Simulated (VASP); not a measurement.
Set up this calculation in VASP 6.6.1, as the native input.

```yaml
Task: single point
Functional: PBE
Potentials_or_basis: VASP PAW PBE potentials, release 64 (Co)
Cutoff: 520 eV
k_mesh: 21 × 21 × 12
Occupations: gaussian, width 0.15 eV
Spin: collinear spin, ferromagnetic start
Starting_moments: "[1.86, 1.86] μB"
Dipole_correction: no
Further_INCAR_settings: ALGO = Normal; EDIFF = 1e-06; NBANDS = 20
```

The structure of Co lies in POSCAR:

```
Co
1.0
    2.4933810334      0.0000000000      0.0000000000
   -1.2466905167      2.1593313163      0.0000000000
    0.0000000000      0.0000000000      3.9315000000
Co
2
Direct
    0.3333333333      0.6666666667      0.2500000000
    0.6666666667      0.3333333333      0.7500000000
```

The input as run:

INCAR

```
ALGO     = Normal         # electronic algorithm
EDIFF    = 1E-6           # SCF threshold, eV
ENCUT    = 520            # plane-wave cutoff, eV
GGA      = PE             # functional
ISIF     = 2              # what is computed and relaxed
ISMEAR   = 0              # smearing method
ISPIN    = 2              # spin polarisation
LASPH    = True           # aspherical terms in the spheres
LCHARG   = False          # write CHGCAR
LMAXMIX  = 4              # l up to which the mixer works
LORBIT   = 11             # projections on sites
LREAL    = False          # projectors in reciprocal space
LWAVE    = False          # write WAVECAR
MAGMOM   = 1.86 1.86      # initial moments
NBANDS   = 20             # bands
NELM     = 150            # most SCF steps
PREC     = Accurate       # precision mode
SIGMA    = 0.15           # smearing width, eV
```

KPOINTS

```
k-points
0
Gamma
  21 21 12
```

Potentials or basis: VASP PAW PBE potentials, release 64 (Co).

Command:

```bash
$ cat potpaw_PBE.64/Co/POTCAR > POTCAR
$ mpirun -np 1 vasp_std > vasp.out
```

Results of the run:

```json
{"Pressure": "5.1 GPa", "Net moment": "3.15 μB per cell", "Site moments": "Co +1.59 μB", "Valence electrons inside the program's atomic spheres": "Co 8.32"}
```

It took 4.6 min on 1 thread of Oxide Virtual Turin-like Processor (shared host), peak memory 0.26 GiB.
